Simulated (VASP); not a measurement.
Set up this calculation in VASP 6.6.1, as the native input.

```
Task                   : single point
Functional             : r2SCAN
Potentials or basis    : VASP PAW PBE potentials, release 64 (Ga_d, P)
Cutoff                 : 520 eV
k mesh                 : 8 × 8 × 8
Occupations            : gaussian, width 0.01 eV
Spin                   : no spin polarisation
Dipole correction      : no
Further INCAR settings : ALGO = Normal; EDIFF = 1e-07; NBANDS = 26
```

The system is GaP.

```
Ga P
1.0
     1.94301    1.12180    6.43081
    -1.94301    1.12180    6.43081
     0.00000   -2.24360    6.43081
Ga P
2 2
Cartesian
  0.0000 0.0000 8.3994
  0.0000 0.0000 10.8930
  0.0000 0.0000 1.1072
  0.0000 0.0000 18.1853
```

One way to write it, as run:

POSCAR

```
GaP
1.0
    1.9430150000      1.1218000000      6.4308100000
   -1.9430150000      1.1218000000      6.4308100000
    0.0000000000     -2.2436010000      6.4308100000
Ga P
2 2
Direct
    0.4353720000      0.4353720000      0.4353720000
    0.5646280000      0.5646280000      0.5646280000
    0.0573890000      0.0573890000      0.0573890000
    0.9426110000      0.9426110000      0.9426110000
```

INCAR.step1

```
ALGO = Normal
EDIFF = 1E-4
ENCUT = 520
GGA = PE
ISMEAR = 0
LASPH = True
LCHARG = False
LREAL = False
LWAVE = True
NBANDS = 26
NELM = 100
PREC = Accurate
SIGMA = 0.01
```

INCAR.step2

```
ALGO = Normal
EDIFF = 1E-7
ENCUT = 520
ISIF = 2
ISMEAR = 0
ISTART = 1
LASPH = True
LCHARG = False
LMIXTAU = True
LREAL = False
LWAVE = False
METAGGA = R2SCAN
NBANDS = 26
NELM = 100
PREC = Accurate
SIGMA = 0.01
```

KPOINTS

```
k-points
0
Gamma
  8 8 8
```

Potentials or basis: VASP PAW PBE potentials, release 64 (Ga_d, P).

Launch:

```console
$ cat potpaw_PBE.64/Ga_d/POTCAR potpaw_PBE.64/P/POTCAR > POTCAR
$ cp INCAR.step1 INCAR
$ mpirun -np 1 vasp_std > vasp.out
$ cp INCAR.step2 INCAR
$ mpirun -np 1 vasp_std > vasp.out
```

Results of the run:

- Pressure: -2.5 GPa
- Largest force: 0.061 eV/Å
- Band gap on the k mesh: 1.08 eV (least direct gap 1.48 eV)

Caveat: the PAW data sets were made with another functional, which shifts forces and pressure a little.

Run time: 18 min on 1 thread of Intel(R) Xeon(R) 6975P-C (Granite Rapids) (shared host), peak memory 0.47 GiB.
